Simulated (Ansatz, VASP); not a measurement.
# Co2S: VASP beside Ansatz

```xyz
3
Lattice="0.0000 2.5693 2.5693 2.5693 0.0000 2.5693 2.5693 2.5693 0.0000" Properties=species:S:1:pos:R:3 pbc="T T T"
Co    1.2846    1.2846    1.2846
Co    3.8539    3.8539    3.8539
S     0.0000    0.0000    0.0000
```

Alike in both runs: functional PBE; k mesh 6 × 6 × 6; occupations gaussian, width 0.1 eV; collinear spin.

Ansatz relaxed the structure, and its values are those at the end. VASP's run is a single point on that final structure, the one shown.

|  | VASP | Ansatz |
| --- | --- | --- |
| version | VASP 6.6.1 | Ansatz 0.2.0 |
| potentials or method | VASP PAW PBE potentials, release 64 (Co, S), cutoff 520 eV | scalar-relativistic, plane waves, PAW |
| valence electrons in the cell | 24 | 40 |

```tsv
	VASP	Ansatz	Ansatz less VASP
gap on the k mesh at the Fermi level (eV)	none	none	-
pressure (GPa)	0.1	0.0	-0.16
net moment per atom (μB)	0.10	0.10	+0.001
size of the moment on the site where the two differ most (μB)	0.15	0.16	+0.008
```

Site moments also hang on the region over which each program counts them. A gap of «none» marks a metal or a gap that the smearing closes. VASP's potentials hold 24 valence electrons a cell and Ansatz's 40, so a difference there can come from the potentials and not from the codes.
